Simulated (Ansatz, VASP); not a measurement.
# Two plane-wave programs on BN

```
CELL_PARAMETERS angstrom
2.48644 0.04106 0.08675
-1.20766 2.08659 -0.08714
0.23079 -0.13442 6.56887
ATOMIC_POSITIONS crystal
B 0.49999 0.81737 0.23019
B 0.47595 0.12114 0.75706
N 0.37261 0.48553 0.80028
N 0.65146 0.57597 0.21247
```

Change from the starting cell: all atoms moved at random (sigma 0.3 Å a component), cell strained at random (sigma 0.03).

Alike in both runs: task single point; functional PBE; k mesh 12 × 12 × 4; occupations gaussian, width 0.05 eV; no spin polarisation.

|  | VASP | Ansatz |
| --- | --- | --- |
| version | VASP 6.6.1 | Ansatz 0.2.0 |
| potentials or method | VASP PAW PBE potentials, release 64 (B, N), cutoff 520 eV | scalar-relativistic, plane waves, PAW |
| valence electrons in the cell | 16 | 16 |

```tsv
	VASP	Ansatz	Ansatz less VASP
gap on the k mesh at the Fermi level (eV)	1.95	1.97	+0.021
least direct gap on the mesh (eV)	3.02	3.04	+0.022
pressure (GPa)	235.0	223.4	-11.57
traceless stress, the component that is largest in VASP (GPa)	-301.68	-283.98	+17.701
rms of the force components (eV/Å)	56.895	53.305	-3.5899
```

Atom by atom the forces differ by 3.632 eV/Å (rms over components). Both programs put the cell under a high pressure, so it lies far from rest at this level.

Noted on VASP's run: the cell as given lies far from equilibrium.
